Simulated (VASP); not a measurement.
# Sb (P6_3/mmc) in VASP: notebook, part 2 of 2

VASP 6.6.1. Earlier steps stand in the parts before.

## 3. Electric field gradients, r2SCAN (volume scaled by 1.05)

POSCAR reads:

```
Sb
1.0
    3.4095345291      0.0000000000      0.0000000000
   -1.7047672645      2.9527435173      0.0000000000
    0.0000000000      0.0000000000      5.5598513558
Sb
2
Direct
    0.3333333333      0.6666666667      0.2500000000
    0.6666666667      0.3333333333      0.7500000000
```

INCAR.step1 reads:

```
ALGO     = Normal         # electronic algorithm
EDIFF    = 1E-4           # SCF threshold, eV
ENCUT    = 520            # plane-wave cutoff, eV
GGA      = PE             # functional
ISMEAR   = -1             # smearing method
LASPH    = T              # aspherical terms in the spheres
LCHARG   = F              # write CHGCAR
LREAL    = F              # projectors in reciprocal space
LWAVE    = T              # write WAVECAR
NBANDS   = 12             # bands
NELM     = 60             # most SCF steps
PREC     = Accurate       # precision mode
SIGMA    = 0.05           # smearing width, eV
```

INCAR.step2 reads:

```
ALGO     = Normal         # electronic algorithm
EDIFF    = 1E-8           # SCF threshold, eV
ENCUT    = 520            # plane-wave cutoff, eV
ISIF     = 2              # what is computed and relaxed
ISMEAR   = -1             # smearing method
ISTART   = 1            
LASPH    = T              # aspherical terms in the spheres
LCHARG   = F              # write CHGCAR
LEFG     = T            
LMIXTAU  = T            
LREAL    = F              # projectors in reciprocal space
LWAVE    = F              # write WAVECAR
METAGGA  = R2SCAN         # meta-GGA
NBANDS   = 12             # bands
NELM     = 60             # most SCF steps
PREC     = Accurate       # precision mode
SIGMA    = 0.05           # smearing width, eV
```

KPOINTS reads:

```
k-points
0
Gamma
  13 13 7
```

Potentials or basis: VASP PAW PBE potentials, release 64 (Sb).

Launch:

```bash
> cat potpaw_PBE.64/Sb/POTCAR > POTCAR
> cp INCAR.step1 INCAR
> mpirun -np 1 vasp_std > vasp.out
> cp INCAR.step2 INCAR
> mpirun -np 1 vasp_std > vasp.out
```

OUTCAR:

```text
EDIFF = 1E-8
   ENCUT = 520
   ISIF = 2
   ISMEAR = -1
   ISTART = 1
   LASPH = T
   LREAL = F
   METAGGA = R2SCAN
   NELM = 60
   PREC = Accurate

 ion  position               nearest neighbor table
   1  0.333  0.667  0.250-   2 3.41   2 3.41   2 3.41   2 3.41   2 3.41   2 3.41
   2  0.667  0.333  0.750-   1 3.41   1 3.41   1 3.41   1 3.41   1 3.41   1 3.41

  LATTYP: Found a hexagonal cell.
 ALAT       =     3.4095345291
 C/A-ratio  =     1.6306775334

  Lattice vectors:

 A1 = (   3.4095345291,   0.0000000000,   0.0000000000)
 A2 = (  -1.7047672645,   2.9527435173,   0.0000000000)
 A3 = (   0.0000000000,   0.0000000000,   5.5598513558)

Analysis of symmetry for initial positions (statically):
=====================================================================
 Subroutine PRICEL returns:
 Original cell was already a primitive cell.

 Routine SETGRP: Setting up the symmetry group for a
 hexagonal supercell.

 Subroutine GETGRP returns: Found 24 space group operations
 (whereof 12 operations were pure point group operations)
 out of a pool of 24 trial point group operations.

The static configuration has the point symmetry D_3d.
 The point group associated with its full space group is D_6h.

Analysis of symmetry for dynamics (positions and initial velocities):
=====================================================================
 Subroutine PRICEL returns:
 Original cell was already a primitive cell.

 Routine SETGRP: Setting up the symmetry group for a
 hexagonal supercell.

 Subroutine GETGRP returns: Found 24 space group operations
 (whereof 12 operations were pure point group operations)
 out of a pool of 24 trial point group operations.

[... 167 lines left out ...]
     10      17.3864      0.00000
     11      18.2432      0.00000
     12      18.2432      0.00000
[... 331 lines left out ...]
 k-point    24 :       0.1538   -0.0000    0.1429
  band No.  band energies     occupation
      1      -4.7715      2.00000
      2      -1.5678      2.00000
      3       3.1613      2.00000
      4       8.6397      0.00000
      5      10.4598      0.00000
      6      10.9345      0.00000
      7      12.2966      0.00000
      8      12.8883      0.00000
      9      15.3344      0.00000
     10      17.2683      0.00000
     11      17.6838      0.00000
     12      18.6743      0.00000

 [... further k-points ...]
[... 5 lines left out ...]
  --------------------------------------------------------------------------------------
  -------------------------------------------------------------------------------------
  Total       -0.5109779     -0.5109779     -1.0618610     -0.0000000      0.0000000      0.0000000
  in kB      -14.6261057    -14.6261057    -30.3944483     -0.0000000      0.0000000      0.0000000
  external PRESSURE =     -19.8822199 kB  Pullay stress =       0.0000000 kB

 VOLUME and BASIS-vectors are now :
 -----------------------------------------------------------------------------
  energy-cutoff  :      520.00
  volume of cell :       55.97
      direct lattice vectors                 reciprocal lattice vectors
     3.409534529  0.000000000  0.000000000     0.293295167  0.169334044  0.000000000
    -1.704767265  2.952743517  0.000000000     0.000000000  0.338668088  0.000000000
     0.000000000  0.000000000  5.559851356     0.000000000  0.000000000  0.179860924

 POSITION                                       TOTAL-FORCE (eV/Angst)
 -----------------------------------------------------------------------------------
     -0.00000      1.96850      1.38996        -0.000000      0.000000      0.000000
      1.70477      0.98425      4.16989         0.000000     -0.000000      0.000000
 -----------------------------------------------------------------------------------
    total drift:                               -0.000000      0.000000     -0.000000

  FREE ENERGIE OF THE ION-ELECTRON SYSTEM (eV)
  ---------------------------------------------------
  free  energy   TOTEN  =       -50.5364064914 eV

  energy  without entropy=      -50.5227202908  energy(sigma->0) =      -50.52956339

 Electric field gradients (V/A^2)
---------------------------------------------------------------------
 ion       V_xx      V_yy      V_zz      V_xy      V_xz      V_yz
---------------------------------------------------------------------
   1     -14.757   -14.756    29.513     0.000     0.000    -0.000
   2     -14.757   -14.756    29.513     0.000    -0.000     0.000
---------------------------------------------------------------------

 Electric field gradients after diagonalization (V/A^2)
 (convention: |V_zz| > |V_xx| > |V_yy|)
----------------------------------------------------------------------
 ion       V_xx      V_yy      V_zz     asymmetry (V_yy - V_xx)/ V_zz
----------------------------------------------------------------------
   1     -14.757   -14.756    29.513       0.000
   2     -14.757   -14.756    29.513       0.000
----------------------------------------------------------------------

           NMR quadrupolar parameters

 Cq : quadrupolar parameter    Cq=e*Q*V_zz/h
 eta: asymmetry parameters     (V_yy - V_xx)/ V_zz
 Q  : nuclear electric quadrupole moment in mb (millibarn)
----------------------------------------------------------------------
 ion       Cq(MHz)       eta       Q (mb)
----------------------------------------------------------------------
   1       0.071       0.000       1.000
   2       0.071       0.000       1.000
----------------------------------------------------------------------
```

It took 2.5 min on 1 thread of Intel Xeon 6975P-C (Granite Rapids), shared host; peak memory 0.2 GiB.

What came out:

```yaml
Free_energy: -50.5364 eV
Pressure: -2.0 GPa
Band_gap_on_the_k_mesh: zero (band 5 reaches 12.14 eV, above the bottom of band 6 at 5.28 eV)
```

Stress tensor (GPa, compression positive):
```
-1.46  0.00  0.00
 0.00 -1.46  0.00
 0.00  0.00 -3.04
```

Electric field gradients, principal values (V/Å²):
```tsv
atom	least	middle	greatest (by size)
1 Sb	-14.756	-14.757	29.513
2 Sb	-14.756	-14.757	29.513
```

Caveat: without QUAD_EFG the Cq values of the log hold for a quadrupole moment of 1 mb, not for the nuclei; the PAW data sets were made with another functional, which shifts forces and pressure a little; spin-orbit coupling is left out, which moves the levels of the heavy elements.

## 4. Electric field gradients, r2SCAN (volume scaled by 1.05)

POSCAR is that of step 3.

INCAR.step1 reads:

```
SYSTEM = Sb
PREC = Accurate ; ENCUT = 520
ISMEAR = -1 ; SIGMA = 0.05
LREAL = .FALSE. ; LASPH = .TRUE.
NELM = 60 ; NBANDS = 12
GGA = PE ; ALGO = Normal
EDIFF = 1E-4 ; LWAVE = .TRUE.
LCHARG = .FALSE.
```

INCAR.step2 reads:

```
SYSTEM = Sb
PREC = Accurate ; ENCUT = 520
EDIFF = 1E-8 ; ISMEAR = -1
SIGMA = 0.05 ; LREAL = .FALSE.
LASPH = .TRUE. ; NELM = 60
ALGO = Normal ; ISIF = 2
LWAVE = .FALSE. ; LCHARG = .FALSE.
METAGGA = R2SCAN ; LMIXTAU = .TRUE.
LEFG = .TRUE. ; NBANDS = 12
ISTART = 1
```

KPOINTS reads:

```
regular mesh
0
G
  13 13 7
  0 0 0
```

Potentials or basis: VASP PAW PBE potentials, release 64 (Sb).

Launch:

```bash
> cat potpaw_PBE.64/Sb/POTCAR > POTCAR
> cp INCAR.step1 INCAR
> mpirun -np 1 vasp_std > vasp.out
> cp INCAR.step2 INCAR
> mpirun -np 1 vasp_std > vasp.out
```

OUTCAR:

```text
SYSTEM = Sb
   PREC = Accurate
   ENCUT = 520
   EDIFF = 1E-8
   ISMEAR = -1
   LREAL = .FALSE.
   LASPH = .TRUE.
   NELM = 60
   ISIF = 2
   METAGGA = R2SCAN
   ISTART = 1

 ion  position               nearest neighbor table
   1  0.333  0.667  0.250-   2 3.41   2 3.41   2 3.41   2 3.41   2 3.41   2 3.41
   2  0.667  0.333  0.750-   1 3.41   1 3.41   1 3.41   1 3.41   1 3.41   1 3.41

  LATTYP: Found a hexagonal cell.
 ALAT       =     3.4095345291
 C/A-ratio  =     1.6306775334

  Lattice vectors:

 A1 = (   3.4095345291,   0.0000000000,   0.0000000000)
 A2 = (  -1.7047672645,   2.9527435173,   0.0000000000)
 A3 = (   0.0000000000,   0.0000000000,   5.5598513558)

Analysis of symmetry for initial positions (statically):
=====================================================================
 Subroutine PRICEL returns:
 Original cell was already a primitive cell.

 Routine SETGRP: Setting up the symmetry group for a
[... 552 lines left out ...]
  volume of cell :       55.97
      direct lattice vectors                 reciprocal lattice vectors
     3.409534529  0.000000000  0.000000000     0.293295167  0.169334044  0.000000000
    -1.704767265  2.952743517  0.000000000     0.000000000  0.338668088  0.000000000
     0.000000000  0.000000000  5.559851356     0.000000000  0.000000000  0.179860924

 POSITION                                       TOTAL-FORCE (eV/Angst)
 -----------------------------------------------------------------------------------
     -0.00000      1.96850      1.38996        -0.000000      0.000000      0.000000
      1.70477      0.98425      4.16989         0.000000     -0.000000      0.000000
 -----------------------------------------------------------------------------------
    total drift:                               -0.000000      0.000000     -0.000000

  FREE ENERGIE OF THE ION-ELECTRON SYSTEM (eV)
  ---------------------------------------------------
  free  energy   TOTEN  =       -50.5364064914 eV

  energy  without entropy=      -50.5227202908  energy(sigma->0) =      -50.52956339

 Electric field gradients (V/A^2)
---------------------------------------------------------------------
 ion       V_xx      V_yy      V_zz      V_xy      V_xz      V_yz
---------------------------------------------------------------------
   1     -14.757   -14.756    29.513     0.000     0.000    -0.000
   2     -14.757   -14.756    29.513     0.000    -0.000     0.000
---------------------------------------------------------------------

 Electric field gradients after diagonalization (V/A^2)
 (convention: |V_zz| > |V_xx| > |V_yy|)
----------------------------------------------------------------------
 ion       V_xx      V_yy      V_zz     asymmetry (V_yy - V_xx)/ V_zz
----------------------------------------------------------------------
   1     -14.757   -14.756    29.513       0.000
   2     -14.757   -14.756    29.513       0.000
----------------------------------------------------------------------

           NMR quadrupolar parameters

 Cq : quadrupolar parameter    Cq=e*Q*V_zz/h
 eta: asymmetry parameters     (V_yy - V_xx)/ V_zz
 Q  : nuclear electric quadrupole moment in mb (millibarn)
----------------------------------------------------------------------
 ion       Cq(MHz)       eta       Q (mb)
----------------------------------------------------------------------
   1       0.071       0.000       1.000
   2       0.071       0.000       1.000
----------------------------------------------------------------------
```

It took 1.9 min on 1 thread of Intel Xeon 6975P-C (Granite Rapids), shared host; peak memory 0.21 GiB.

Results:

```
Free energy            : -50.5364 eV
Pressure               : -2.0 GPa
Band gap on the k mesh : zero (band 5 reaches 12.14 eV, above the bottom of band 6 at 5.28 eV)
```

Levels at points of the mesh, in eV from the Fermi level:
```tsv
k point	band 2	band 3	band 4	band 5	band 6	band 7	band 8	band 9
(0.00, 0.00, 0.00)	-9.47	-5.91	3.53	3.53	5.20	5.20	5.41	8.07
```

Electric field gradients, principal values (V/Å²):
```
atom    least   middle  greatest (by size)
1 Sb  -14.756  -14.757              29.513
2 Sb  -14.756  -14.757              29.513
```

Caveat: without QUAD_EFG the Cq values of the log hold for a quadrupole moment of 1 mb, not for the nuclei; the PAW data sets were made with another functional, which shifts forces and pressure a little; spin-orbit coupling is left out, which moves the levels of the heavy elements.
